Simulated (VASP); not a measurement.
# Na2Cl (R-3m) in VASP: further runs

The runs below take Na2Cl through single point, relaxation of cell and atoms, with LDA.

All numbers are computed with VASP 6.6.1; they aren't measurements. Logs are shortened: lines on timing, memory, paths and dates and some standing lists are left out, and cuts for length are marked.

## Step 1: The cell of the first run

Symmetry: R-3m, No. 166, trigonal system. The conventional cell has a = 3.764 Å, b = 3.764 Å, c = 19.442 Å, α = 90.00°, β = 90.00°, γ = 120.00°. Na (site symmetry 3m) has 3 Cl at 2.74 Å within 3.6 Å. Within 3.6 Å of Cl (site symmetry -3m) lie 6 Na at 2.74 Å.

## Step 2: Single point, LDA

INCAR

```
PREC = Accurate ; ENCUT = 520
EDIFF = 1E-6 ; ISMEAR = -1
SIGMA = 0.1 ; LREAL = False
LASPH = True ; NELM = 100
ALGO = Normal ; ISIF = 2
LWAVE = False ; LCHARG = False
GGA = CA ; NBANDS = 18
```

KPOINTS

```
Automatic mesh
0
Gamma
  7 7 7
```

POSCAR

```
Na2Cl
1.0
    1.8820762624      1.0866173972      6.4805847963
   -1.8820762624      1.0866173972      6.4805847963
    0.0000000000     -2.1732343129      6.4805848771
Na Cl
2 1
Direct
    0.7527490847      0.7527490847      0.7527490847
    0.2472509153      0.2472509153      0.2472509153
    0.0000000000      0.0000000000      0.0000000000
```

Potentials or basis: VASP PAW LDA potentials, release 64 (Na_pv, Cl).

Launch:

```console
> cat potpaw_LDA.64/Na_pv/POTCAR potpaw_LDA.64/Cl/POTCAR > POTCAR
> mpirun -np 1 vasp_std > vasp.out
```

OUTCAR:

```text
PREC = Accurate
   ENCUT = 520
   EDIFF = 1E-6
   ISMEAR = -1
   LREAL = False
   LASPH = True
   NELM = 100
   ISIF = 2
   GGA = CA

 ion  position               nearest neighbor table
   1  0.753  0.753  0.753-
   2  0.247  0.247  0.247-
   3  0.000  0.000  0.000-

  LATTYP: Found a trigonal (rhomboedric) cell.
 ALAT       =     6.8352708598
 COS(alpha) =     0.8483672637

  Lattice vectors:

 A1 = (   1.8820762624,   1.0866173972,   6.4805847963)
 A2 = (  -1.8820762624,   1.0866173972,   6.4805847963)
 A3 = (   0.0000000000,  -2.1732343129,   6.4805848771)

Analysis of symmetry for initial positions (statically):
=====================================================================
 Subroutine PRICEL returns:
 Original cell was already a primitive cell.

 Routine SETGRP: Setting up the symmetry group for a
 trigonal (rhombohedral) supercell.

 Subroutine GETGRP returns: Found 12 space group operations
 (whereof 12 operations were pure point group operations)
 out of a pool of 12 trial point group operations.

The static configuration has the point symmetry D_3d.

Analysis of symmetry for dynamics (positions and initial velocities):
=====================================================================
 Subroutine PRICEL returns:
 Original cell was already a primitive cell.

 Routine SETGRP: Setting up the symmetry group for a
 trigonal (rhombohedral) supercell.

 Subroutine GETGRP returns: Found 12 space group operations
 (whereof 12 operations were pure point group operations)
 out of a pool of 12 trial point group operations.

The dynamic configuration has the point symmetry D_3d.

 Subroutine INISYM returns: Found 12 space group operations
 (whereof 12 operations are pure point group operations),
 and found     1 'primitive' translations

----------------------------------------------------------------------------------------

                                     Primitive cell

  volume of cell :      79.5205

  direct lattice vectors                    reciprocal lattice vectors
     1.882076262  1.086617397  6.480584796     0.265664049  0.153381211  0.051435683
    -1.882076262  1.086617397  6.480584796    -0.265664049  0.153381211  0.051435683
     0.000000000 -2.173234313  6.480584877     0.000000000 -0.306762419  0.051435695

  length of vectors
     6.835270860  6.835270860  6.835270860     0.311044711  0.311044711  0.311044711

  position of ions in fractional coordinates (direct lattice)
     0.752749085  0.752749085  0.752749085
     0.247250915  0.247250915  0.247250915
     0.000000000  0.000000000  0.000000000

  ion indices of the primitive-cell ions
   primitive index   ion index
                 1           1
                 2           2
                 3           3

----------------------------------------------------------------------------------------

 KPOINTS: Automatic mesh

Automatic generation of k-mesh.
 Grid dimensions read from file:
 generate k-points for:    7    7    7

 Generating k-lattice:

  Cartesian coordinates                     Fractional coordinates (reciprocal lattice)
     0.037952007  0.021911602  0.007347955     0.142857143  0.000000000  0.000000000
    -0.037952007  0.021911602  0.007347955     0.000000000  0.142857143  0.000000000
     0.000000000 -0.043823203  0.007347956    -0.000000000 -0.000000000  0.142857143

  Length of vectors
     0.044434959  0.044434959  0.044434959

  Shift w.r.t. Gamma in fractional coordinates (k-lattice)
     0.000000000  0.000000000  0.000000000

 Subroutine IBZKPT returns following result:
 ===========================================

 Found     44 irreducible k-points:

 Following reciprocal coordinates:
            Coordinates               Weight
  0.000000  0.000000  0.000000      1.000000
  0.142857  0.000000  0.000000      6.000000
  0.285714  0.000000  0.000000      6.000000
  0.428571  0.000000  0.000000      6.000000
  0.142857  0.142857  0.000000      6.000000
  0.285714  0.142857  0.000000     12.000000
[... 16 lines left out ...]
  0.285714  0.285714  0.142857      6.000000
  0.428571  0.285714  0.142857     12.000000
 [... further k-points ...]
   k-points           NKPTS =     44   k-points in BZ     NKDIM =     44   number of bands    NBANDS=     18
   number of dos      NEDOS =    301   number of ions     NIONS =      3
   total plane-waves  NPLWV = 157464
   dimension x,y,z NGX =    54 NGY =   54 NGZ =   54
   dimension x,y,z NGXF=   108 NGYF=  108 NGZF=  108
   ions per type =               2   1
   NGX,Y,Z   is equivalent  to a cutoff of  13.13, 13.13, 13.13 a.u.
   NGXF,Y,Z  is equivalent  to a cutoff of  26.27, 26.27, 26.27 a.u.
 SYSTEM =  unknown system
   PREC   = accura    normal or accurate (medium, high low for compatibility)
   ISTART =      0    job   : 0-new  1-cont  2-samecut
   ICHARG =      2    charge: 1-file 2-atom 10-const
   ISPIN  =      1    spin polarized calculation?
   LNONCOLLINEAR =      F non collinear calculations
   LSORBIT =      F    spin-orbit coupling
   LASPH  =      T    aspherical Exc in radial PAW
   ENCUT  =  520.0 eV  38.22 Ry    6.18 a.u.  12.71 12.71 12.71*2*pi/ulx,y,z
   NELM   =    100;   NELMIN=  2; NELMDL= -5     # of ELM steps
   EDIFF  = 0.1E-05   stopping-criterion for ELM
   LREAL  =      F    real-space projection
   EDIFFG = 0.1E-04   stopping-criterion for IOM
   NSW    =      0    number of steps for IOM
   IBRION =     -1    ionic relax: 0-MD 1-quasi-New 2-CG
   NFREE  =      0    steps in history (QN), initial steepest desc. (CG)
   ISIF   =      2    stress and relaxation
   ISYM   =      2    0-nonsym 1-usesym 2-fastsym
   POTIM  = 0.5000    time-step for ionic-motion
   TEBEG  =    0.0;   TEEND  =   0.0 temperature during run
   PSTRESS=    0.0 pullay stress
   NELECT =      21.0000    total number of electrons
   NUPDOWN=      -1.0000    fix difference up-down
   EMIN   =  10.00;   EMAX   =-10.00  energy-range for DOS
   EFERMI =   0.00;   METHOD = LEGACY
   ISMEAR =    -1;   SIGMA  =   0.10  broadening in eV -4-tet -1-fermi 0-gaus
   EFERMI_NEDOS =   21; number of points for ismear=-14 and -15
   IALGO  =     38    algorithm
   IMIX   =      4    mixing-type and parameters
     AMIX     =   0.40;   BMIX     =  1.00
     AMIX_MAG =   1.60;   BMIX_MAG =  1.00
  volume/ion in A,a.u.               =      26.51       178.88
  Fermi-wavevector in a.u.,A,eV,Ry     =   1.050320  1.984816 15.009559  1.103171
  Thomas-Fermi vector in A             =   2.185318
   LORBIT       =      0    0 simple, 1 ext, 2 COOP (PROOUT), +10 PAW based schemes
   GGA     = CA    functional components
   LHFCALC =     F    Hartree Fock is set to
   AEXX    =    0.0000 exact exchange contribution
   IVDW    =     0    specifies the selected vdW correction
   LEPSILON=     F    determine dielectric tensor
   LRPA    =     F    only Hartree local field effects (RPA)
 non-spin polarized calculation
  energy-cutoff  :      520.00
  volume of cell :       79.52
 maximum number of plane-waves:      2155
 NGX is ok and might be reduce to    54
   NGX = 25   NGY = 25   NGZ = 25

 number of electron      21.0000003 magnetization

 Free energy of the ion-electron system (eV)
  ---------------------------------------------------
  ext. energy  EPLUGINS =         0.00000000
  ---------------------------------------------------
  free energy    TOTEN  =        -8.52937113 eV

  energy without entropy =       -8.49918085  energy(sigma->0) =       -8.51427599

 E-fermi :   2.1509     XC(G=0):  -7.9006

 val. band max:        2.1473113052   @ k =   0.4286   0.2857   0.0000
 cond. band min:       2.2599147705   @ k =  -0.4286   0.2857   0.1429
 fundamental gap:      0.1126034653
 Fermi energy:         2.1509216075

 k-point     1 :       0.0000    0.0000    0.0000
  band No.  band energies     occupation
      1     -22.9511      2.00000
      2     -22.9374      2.00000
      3     -22.9374      2.00000
      4     -22.9345      2.00000
      5     -22.9345      2.00000
      6     -22.9155      2.00000
[... 10 lines left out ...]
     17      10.9534      0.00000
     18      10.9534      0.00000

 k-point     2 :       0.1429    0.0000    0.0000
  band No.  band energies     occupation
      1     -22.9488      2.00000
      2     -22.9428      2.00000
      3     -22.9400      2.00000
      4     -22.9386      2.00000
      5     -22.9360      2.00000
      6     -22.9160      2.00000
[... 10 lines left out ...]
     17       9.9434      0.00000
     18      10.2917      0.00000

 k-point     3 :       0.2857    0.0000    0.0000
  band No.  band energies     occupation
      1     -22.9574      2.00000
      2     -22.9544      2.00000
      3     -22.9411      2.00000
      4     -22.9393      2.00000
      5     -22.9383      2.00000
      6     -22.9179      2.00000
[... 10 lines left out ...]
     17       9.9614      0.00000
     18      10.2948      0.00000

 k-point     4 :       0.4286    0.0000    0.0000
  band No.  band energies     occupation
      1     -22.9685      2.00000
      2     -22.9640      2.00000
      3     -22.9429      2.00000
      4     -22.9422      2.00000
      5     -22.9294      2.00000
      6     -22.9222      2.00000
[... 375 lines left out ...]
      4     -22.9388      2.00000
      5     -22.9383      2.00000
      6     -22.9170      2.00000
[... 10 lines left out ...]
     17       9.6505      0.00000
     18      10.9783      0.00000

 k-point    23 :       0.2857    0.2857    0.1429
  band No.  band energies     occupation
      1     -22.9476      2.00000
      2     -22.9416      2.00000
      3     -22.9392      2.00000
      4     -22.9390      2.00000
      5     -22.9353      2.00000
      6     -22.9195      2.00000
[... 10 lines left out ...]
     17      10.3401      0.00000
     18      10.8246      0.00000

 k-point    24 :       0.4286    0.2857    0.1429
  band No.  band energies     occupation
      1     -22.9552      2.00000
      2     -22.9501      2.00000
      3     -22.9412      2.00000
      4     -22.9390      2.00000
      5     -22.9351      2.00000
      6     -22.9205      2.00000
[... 10 lines left out ...]
     17       9.6360      0.00000
     18      10.8015      0.00000

 [... further k-points ...]
[... 5 lines left out ...]
  --------------------------------------------------------------------------------------
  -------------------------------------------------------------------------------------
  Total       -0.0112084     -0.0112084     -0.0102209     -0.0000000      0.0000000      0.0000000
  in kB       -0.2258275     -0.2258275     -0.2059308     -0.0000000      0.0000000      0.0000000
  external PRESSURE =      -0.2191953 kB  Pullay stress =       0.0000000 kB

 VOLUME and BASIS-vectors are now :
 -----------------------------------------------------------------------------
  energy-cutoff  :      520.00
  volume of cell :       79.52
      direct lattice vectors                 reciprocal lattice vectors
     1.882076262  1.086617397  6.480584796     0.265664049  0.153381211  0.051435683
    -1.882076262  1.086617397  6.480584796    -0.265664049  0.153381211  0.051435683
     0.000000000 -2.173234313  6.480584877     0.000000000 -0.306762419  0.051435695

 POSITION                                       TOTAL-FORCE (eV/Angst)
 -----------------------------------------------------------------------------------
      0.00000      0.00000     14.63476         0.000000      0.000000      0.005439
      0.00000      0.00000      4.80699         0.000000     -0.000000     -0.005439
      0.00000      0.00000      0.00000         0.000000     -0.000000      0.000000
 -----------------------------------------------------------------------------------
    total drift:                               -0.000000      0.000000     -0.000000

  FREE ENERGIE OF THE ION-ELECTRON SYSTEM (eV)
  ---------------------------------------------------
  free  energy   TOTEN  =        -8.5293711339 eV

  energy  without entropy=       -8.4991808495  energy(sigma->0) =       -8.51427599
```

Run time: 2.1 min. Hardware: 1 thread of Intel Xeon Platinum 8488C (Sapphire Rapids), shared host; peak memory 0.31 GiB.

Results:

* Free energy: -8.5294 eV
* Pressure: 0.0 GPa
* Largest force: 0.005 eV/Å

Forces on the atoms (eV/Å):
```
Na   0.000  0.000  0.005
Na   0.000  0.000 -0.005
Cl   0.000  0.000  0.000
```

Caveat: an odd number of electrons without spin polarisation forces a metal; a magnetic or distorted state may lie lower.

## Step 3: Relaxation of cell and atoms, LDA

This run uses another cell than the first one, of 30.07 Å³/atom, 1.135 times its volume.

INCAR

```
  PREC = Accurate
  ENCUT = 600
  EDIFF = 1E-6
  ISMEAR = -1
  SIGMA = 0.1
  LREAL = False
  LASPH = True
  NELM = 100
  ALGO = Normal
  ISIF = 3
  LWAVE = False
  LCHARG = False
  IBRION = 2
  NSW = 80
  EDIFFG = -0.02
```

KPOINTS is that of step 2.

POSCAR

```
Na2Cl
1.0
    1.9673870000      1.1358720000      6.7290780000
   -1.9673870000      1.1358720000      6.7290780000
    0.0000000000     -2.2717430000      6.7290780000
Na Cl
2 1
Direct
    0.7510740000      0.7510740000      0.7510740000
    0.2489260000      0.2489260000      0.2489260000
    0.0000000000      0.0000000000      0.0000000000
```

Potentials or basis: VASP PAW LDA potentials, release 64 (Na_pv, Cl).

Launch:

```console
> cat potpaw_LDA.64/Na_pv/POTCAR potpaw_LDA.64/Cl/POTCAR > POTCAR
> mpirun -np 1 vasp_std > vasp.out
```

It took 11 min on 1 thread of Intel Xeon Platinum 8488C (Sapphire Rapids), shared host; peak memory 0.41 GiB.

It converged, with:

- Free energy: -8.5302 eV
- Relaxed volume: 26.53 Å³/atom
- Relaxed cell: a = 6.864 Å, b = 6.864 Å, c = 6.864 Å, α = 31.76°, β = 31.76°, γ = 31.76°
- Space group after relaxing (to 0.05 Å): R-3m (No. 166)
- Energy gained by relaxing: 19.3 meV/atom
- Ionic steps: 9
- Pressure after relaxing: 0.0 GPa
- Largest force after relaxing: 0.020 eV/Å

Forces on the atoms (eV/Å):
```
Na   0.000  0.000  0.020
Na   0.000  0.000 -0.020
Cl   0.000  0.000  0.000
```

Stress tensor (GPa, compression positive):
```
 0.06  0.00  0.00
 0.00  0.06  0.00
 0.00  0.00 -0.12
```

Step by step:
```
step  energy change (eV)  largest force (eV/Å)  pressure (GPa)  volume (Å³)
   1              0.0000                0.1023           -1.66        90.22
   2             -0.0349                0.0170           -1.06        86.22
   3             -0.0521                0.1013           -0.15        81.71
   4             -0.0522                0.1153           -0.05        81.24
   5             -0.0540                0.0983           -0.04        80.94
   6             -0.0573                0.0475           -0.05        80.06
   7             -0.0547                0.0629            0.08        78.29
   8             -0.0579                0.0140            0.07        79.50
   9             -0.0579                0.0196            0.00        79.58
```

Final structure:
```xyz
3
Lattice="1.8781 1.0843 6.5129 -1.8781 1.0843 6.5129 0.0000 -2.1687 6.5129" Properties=species:S:1:pos:R:3 pbc="T T T"
Na    0.0000    0.0000   14.7021
Na    0.0000    0.0000    4.8366
Cl    0.0000    0.0000    0.0000
```

Levels at points of the mesh, in eV from the Fermi level:
```
           k point  band 8  band 9  band 10  band 11  band 12  band 13  band 14
(0.00, 0.00, 0.00)   -5.90   -4.33    -4.33    -2.24     2.71     3.11     7.26
```

Caveat: an odd number of electrons without spin polarisation forces a metal; a magnetic or distorted state may lie lower.
